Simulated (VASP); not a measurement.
# Fe (P6_3/mmc) in VASP: further runs

Fe is run at these levels: PBEsol; tasks: single point.

Everything below comes from runs of VASP 6.6.1. Logs are shortened: lines on timing, memory, paths and dates and some standing lists are left out, and cuts for length are marked.

## Step 1: The cell of the first run

The structure is hexagonal, space group P6_3/mmc (No. 194). Conventional cell: a = 2.347 Å, b = 2.347 Å, c = 3.797 Å, α = 90.00°, β = 90.00°, γ = 120.00°. Fe (site symmetry -6m2) has 12 Fe at 2.33 to 2.35 Å within 3.1 Å.

This isn't the form of Fe at room conditions, which is bcc.

## Step 2: Single point, PBEsol, collinear spin, antiferromagnetic start

Contents of INCAR:

```
SYSTEM = Fe
PREC = Accurate
ENCUT = 520
EDIFF = 1E-6
ISMEAR = -1
SIGMA = 0.1
LREAL = .FALSE.
LASPH = .TRUE.
NELM = 150
ALGO = Normal
ISIF = 2
LWAVE = .FALSE.
LCHARG = .FALSE.
ISPIN = 2
MAGMOM = 3 -3 -3 3
LORBIT = 11
LMAXMIX = 4
GGA = PS
NBANDS = 28
```

Contents of KPOINTS:

```
regular mesh
0
G
  7 11 7
  0 0 0
```

Contents of POSCAR:

```
Fe
1.0
    0.0000000000      0.0000000000      3.7970000000
    2.3470000000      0.0000000000      0.0000000000
    0.0000000000      4.0651232454      0.0000000000
Fe
4
Direct
    0.2500000000      1.0000000000      0.3333333334
    0.2500000000      0.5000000000      0.8333333334
    0.7500000000      0.5000000000      0.1666666666
    0.7500000000      0.0000000000      0.6666666666
```

Potentials or basis: VASP PAW PBE potentials, release 64 (Fe).

The run is started by

```
cat potpaw_PBE.64/Fe/POTCAR > POTCAR
mpirun -np 1 vasp_std > vasp.out
```

OUTCAR:

```text
SYSTEM = Fe
   PREC = Accurate
   ENCUT = 520
   EDIFF = 1E-6
   ISMEAR = -1
   LREAL = .FALSE.
   LASPH = .TRUE.
   NELM = 150
   ISIF = 2
   ISPIN = 2
   LORBIT = 11
   GGA = PS

 ion  position               nearest neighbor table
   1  0.250  0.000  0.333-   4 2.33   4 2.33   3 2.33   3 2.33   3 2.33   3 2.33   2 2.35   2 2.35
                             2 2.35   2 2.35
   2  0.250  0.500  0.833-   3 2.33   3 2.33   4 2.33   4 2.33   4 2.33   4 2.33   1 2.35   1 2.35
                             1 2.35   1 2.35
   3  0.750  0.500  0.167-   2 2.33   2 2.33   1 2.33   1 2.33   1 2.33   1 2.33   4 2.35   4 2.35
                             4 2.35   4 2.35
   4  0.750  0.000  0.667-   1 2.33   1 2.33   2 2.33   2 2.33   2 2.33   2 2.33   3 2.35   3 2.35
                             3 2.35   3 2.35

  LATTYP: Found a simple orthorhombic cell.
 ALAT       =     2.3470000000
 B/A-ratio  =     1.6178099702
 C/A-ratio  =     1.7320508076

  Lattice vectors:

 A1 = (  -2.3470000000,   0.0000000000,   0.0000000000)
 A2 = (   0.0000000000,   0.0000000000,   3.7970000000)
 A3 = (   0.0000000000,   4.0651232454,   0.0000000000)

Analysis of symmetry for initial positions (statically):
=====================================================================
 Subroutine PRICEL returns following result:

  LATTYP: Found a hexagonal cell.
 ALAT       =     2.3470000000
 C/A-ratio  =     1.6178099702
[... 12 lines left out ...]
 Subroutine GETGRP returns: Found  8 space group operations
 (whereof  4 operations were pure point group operations)
 out of a pool of  8 trial point group operations.

The static configuration has the point symmetry C_2h.
 The point group associated with its full space group is D_2h.

Analysis of symmetry for dynamics (positions and initial velocities):
=====================================================================
 Subroutine PRICEL returns following result:

  LATTYP: Found a hexagonal cell.
 ALAT       =     2.3470000000
 C/A-ratio  =     1.6178099702
[... 12 lines left out ...]
 Subroutine GETGRP returns: Found  8 space group operations
 (whereof  4 operations were pure point group operations)
 out of a pool of  8 trial point group operations.

The dynamic configuration has the point symmetry C_2h.
 The point group associated with its full space group is D_2h.

Analysis of structural, dynamic, and magnetic symmetry:
=====================================================================
 Subroutine PRICEL returns following result:

  LATTYP: Found a hexagonal cell.
 ALAT       =     2.3470000000
 C/A-ratio  =     1.6178099702
[... 12 lines left out ...]
 Subroutine GETGRP returns: Found  8 space group operations
 (whereof  4 operations were pure point group operations)
[... 127 lines left out ...]
   LORBIT       =     11    0 simple, 1 ext, 2 COOP (PROOUT), +10 PAW based schemes
   GGA     = PS    functional components
   LHFCALC =     F    Hartree Fock is set to
   AEXX    =    0.0000 exact exchange contribution
   IVDW    =     0    specifies the selected vdW correction
   LEPSILON=     F    determine dielectric tensor
   LRPA    =     F    only Hartree local field effects (RPA)
 spin polarized calculation
  energy-cutoff  :      520.00
  volume of cell :       36.23
 maximum number of plane-waves:       989
   NGX = 15   NGY =  9   NGZ = 15

 number of electron      31.9999987 magnetization      -0.0000000

 number of electron      31.9999987 magnetization       0.0000000

 Free energy of the ion-electron system (eV)
  ---------------------------------------------------
  ext. energy  EPLUGINS =         0.00000000
  ---------------------------------------------------
  free energy    TOTEN  =       -35.53648687 eV

  energy without entropy =      -35.39320666  energy(sigma->0) =      -35.46484676

 E-fermi :   8.1626     XC(G=0): -14.6569

 val. band max:        8.1614252102   @ k =   0.2857   0.0909   0.2857
 cond. band min:       8.1674760720   @ k =   0.2857   0.2727   0.0000
 fundamental gap:      0.0060508618
 Fermi energy:         8.1625624410

 spin component 1

 k-point     1 :       0.0000    0.0000    0.0000
  band No.  band energies     occupation
      1      -1.4877      1.00000
      2       2.4513      1.00000
      3       2.8025      1.00000
      4       3.0911      1.00000
      5       3.2061      1.00000
      6       5.9527      1.00000
[... 733 lines left out ...]
     27      21.9809      0.00000
     28      22.0579      0.00000

 [... further k-points ...]

 spin component 2

 k-point     1 :       0.0000    0.0000    0.0000
  band No.  band energies     occupation
      1      -1.4877      1.00000
      2       2.4513      1.00000
      3       2.8025      1.00000
      4       3.0911      1.00000
      5       3.2061      1.00000
      6       5.9527      1.00000
[... 733 lines left out ...]
     27      21.9809      0.00000
     28      22.0579      0.00000

 [... further k-points ...]
[... 5 lines left out ...]
  --------------------------------------------------------------------------------------
  -------------------------------------------------------------------------------------
  Total        7.9740344      7.9550539      5.0522231      0.0000000      0.0000000      0.0000000
  in kB      352.6641236    351.8246821    223.4424558      0.0000000      0.0000000      0.0000000
  external PRESSURE =     309.3104205 kB  Pullay stress =       0.0000000 kB

 VOLUME and BASIS-vectors are now :
 -----------------------------------------------------------------------------
  energy-cutoff  :      520.00
  volume of cell :       36.23
      direct lattice vectors                 reciprocal lattice vectors
     0.000000000  0.000000000  3.797000000     0.000000000  0.000000000  0.263365815
     2.347000000  0.000000000  0.000000000     0.426075841  0.000000000  0.000000000
     0.000000000  4.065123245  0.000000000     0.000000000  0.245995002  0.000000000

 POSITION                                       TOTAL-FORCE (eV/Angst)
 -----------------------------------------------------------------------------------
      0.00000      1.35504      0.94925         0.000000      0.011734     -0.000000
      1.17350      3.38760      0.94925         0.000000      0.011734      0.000000
      1.17350      0.67752      2.84775        -0.000000     -0.011734      0.000000
      0.00000      2.71008      2.84775        -0.000000     -0.011734     -0.000000
 -----------------------------------------------------------------------------------
    total drift:                               -0.000000      0.000000      0.000000

  FREE ENERGIE OF THE ION-ELECTRON SYSTEM (eV)
  ---------------------------------------------------
  free  energy   TOTEN  =       -35.5364868673 eV

  energy  without entropy=      -35.3932066618  energy(sigma->0) =      -35.46484676

 total charge

# of ion       s       p       d       tot
------------------------------------------
    1        0.603   0.773   6.476   7.852
    2        0.603   0.773   6.476   7.852
    3        0.603   0.773   6.476   7.852
    4        0.603   0.773   6.476   7.852
--------------------------------------------------
tot          2.413   3.092  25.905  31.410

 magnetization (x)

# of ion       s       p       d       tot
------------------------------------------
    1        0.000   0.000   0.001   0.001
    2       -0.000  -0.000  -0.001  -0.001
    3       -0.000  -0.000  -0.001  -0.001
    4        0.000   0.000   0.001   0.001
--------------------------------------------------
tot          0.000   0.000   0.000   0.000
```

It took 3.7 min on 1 thread of Intel Xeon Platinum 8488C (Sapphire Rapids), shared host; peak memory 0.24 GiB.

Results:

- Free energy: -35.5365 eV
- Pressure: 30.9 GPa
- Largest force: 0.012 eV/Å
- Band gap on the k mesh: zero (filled and empty bands overlap)
- Net moment: 0.00 μB per cell
- Valence electrons inside the program's atomic spheres: Fe 7.85

Forces in eV/Å, atoms in the order of the input:
```
Fe   0.000  0.012  0.000
Fe   0.000  0.012  0.000
Fe   0.000 -0.012  0.000
Fe   0.000 -0.012  0.000
```

Stress tensor (GPa, compression positive):
```
35.27  0.00  0.00
 0.00 35.18  0.00
 0.00  0.00 22.34
```

Levels at points of the mesh, in eV from the Fermi level:
Spin up:
| k point | band 12 | band 13 | band 14 | band 15 | band 16 | band 17 | band 18 | band 19 | band 20 | band 21 |
| --- | --- | --- | --- | --- | --- | --- | --- | --- | --- | --- |
| (0.00, 0.00, 0.00) | -1.43 | -1.43 | -1.35 | -0.87 | -0.87 | 0.25 | 0.85 | 0.86 | 1.08 | 1.24 |
Spin down:
```csv
k point,band 13,band 14,band 15,band 16,band 17,band 18,band 19,band 20
"(0.00, 0.00, 0.00)",-1.43,-1.35,-0.87,-0.87,0.25,0.85,0.86,1.08
```

Caveat: the stress differs along the axes, from 22 to 35 GPa; the moments typed at the start vanished in this run; the PAW data sets were made with another functional, which shifts forces and pressure a little.

## Step 3: Single point, PBEsol, collinear spin, antiferromagnetic start

Contents of INCAR:

```
PREC     = Accurate       # precision mode
ENCUT    = 520            # plane-wave cutoff, eV
EDIFF    = 1E-6           # SCF threshold, eV
ISMEAR   = -1             # smearing method
SIGMA    = 0.1            # smearing width, eV
LREAL    = False          # projectors in reciprocal space
LASPH    = True           # aspherical terms in the spheres
NELM     = 150            # most SCF steps
ALGO     = Normal         # electronic algorithm
ISIF     = 2              # what is computed and relaxed
LWAVE    = False          # write WAVECAR
LCHARG   = False          # write CHGCAR
ISPIN    = 2              # spin polarisation
MAGMOM   = 3 -3 -3 3      # initial moments
LORBIT   = 11             # projections on sites
LMAXMIX  = 4              # l up to which the mixer works
GGA      = PS             # functional
NBANDS   = 28             # bands
```

Contents of KPOINTS:

```
Automatic mesh
0
Gamma
  7 11 7
```

POSCAR is that of step 2.

Potentials or basis: VASP PAW PBE potentials, release 64 (Fe).

The run is started by

```
cat potpaw_PBE.64/Fe/POTCAR > POTCAR
mpirun -np 1 vasp_std > vasp.out
```

Wall time 3.8 min (1 thread of Intel Xeon Platinum 8488C (Sapphire Rapids), shared host); peak memory 0.24 GiB.

The run converged. Its results:

* Free energy: -35.5365 eV
* Pressure: 30.9 GPa
* Largest force: 0.012 eV/Å
* Band gap on the k mesh: zero (filled and empty bands overlap)
* Net moment: 0.00 μB per cell
* Valence electrons inside the program's atomic spheres: Fe 7.85

Forces in eV/Å, atoms in the order of the input:
```
Fe   0.000  0.012  0.000
Fe   0.000  0.012  0.000
Fe   0.000 -0.012  0.000
Fe   0.000 -0.012  0.000
```

Stress tensor (GPa, compression positive):
```
35.27  0.00  0.00
 0.00 35.18  0.00
 0.00  0.00 22.34
```

Levels at points of the mesh, in eV from the Fermi level:
Spin up:
```csv
k point,band 12,band 13,band 14,band 15,band 16,band 17,band 18,band 19,band 20,band 21
"(0.00, 0.00, 0.00)",-1.43,-1.43,-1.35,-0.87,-0.87,0.25,0.85,0.86,1.08,1.24
```
Spin down:
| k point | band 14 | band 15 | band 16 | band 17 | band 18 | band 19 |
| --- | --- | --- | --- | --- | --- | --- |
| (0.00, 0.00, 0.00) | -1.35 | -0.87 | -0.87 | 0.25 | 0.85 | 0.86 |

Caveat: the stress differs along the axes, from 22 to 35 GPa; the moments typed at the start vanished in this run; the PAW data sets were made with another functional, which shifts forces and pressure a little.

## Step 4: Single point, PBEsol, collinear spin, ferrimagnetic start

Contents of INCAR:

```
SYSTEM = Fe
PREC = Accurate
ENCUT = 520
EDIFF = 1E-6
ISMEAR = -1
SIGMA = 0.1
LREAL = .False.
LASPH = .True.
NELM = 150
ALGO = Normal
ISIF = 2
LWAVE = .False.
LCHARG = .False.
ISPIN = 2
MAGMOM = 3 3 3 -3
LORBIT = 11
LMAXMIX = 4
GGA = PS
NBANDS = 28
```

Contents of KPOINTS:

```
regular mesh
0
Gamma
  7 11 7
  0 0 0
```

POSCAR is that of step 3.

The run is started by

```
cat potpaw_PBE.64/Fe/POTCAR > POTCAR
mpirun -np 1 vasp_std > vasp.out
```

It took 4.1 min on 1 thread of Intel Xeon Platinum 8488C (Sapphire Rapids), shared host; peak memory 0.25 GiB.

The run converged. Its results:

| Item | Value |
| --- | --- |
| Free energy | -35.5365 eV |
| Pressure | 30.9 GPa |
| Largest force | 0.012 eV/Å |
| Band gap on the k mesh | zero (filled and empty bands overlap) |
| Net moment | 0.00 μB per cell |
| Valence electrons inside the program's atomic spheres | Fe 7.85 |

Forces in eV/Å, atoms in the order of the input:
```
Fe   0.000  0.012  0.000
Fe   0.000  0.012  0.000
Fe   0.000 -0.012  0.000
Fe   0.000 -0.012  0.000
```

Stress tensor (GPa, compression positive):
```
35.26  0.00  0.00
 0.00 35.17  0.00
 0.00  0.00 22.34
```

Levels at points of the mesh, in eV from the Fermi level:
Spin up:
```csv
k point,band 13,band 14,band 15,band 16,band 17,band 18,band 19,band 20
"(0.00, 0.00, 0.00)",-1.43,-1.35,-0.87,-0.87,0.25,0.85,0.86,1.08
```
Spin down:
```tsv
k point	band 13	band 14	band 15	band 16	band 17	band 18	band 19	band 20
(0.00, 0.00, 0.00)	-1.43	-1.35	-0.87	-0.87	0.25	0.85	0.86	1.08
```

Caveat: the stress differs along the axes, from 22 to 35 GPa; the moments typed at the start vanished in this run; the PAW data sets were made with another functional, which shifts forces and pressure a little.
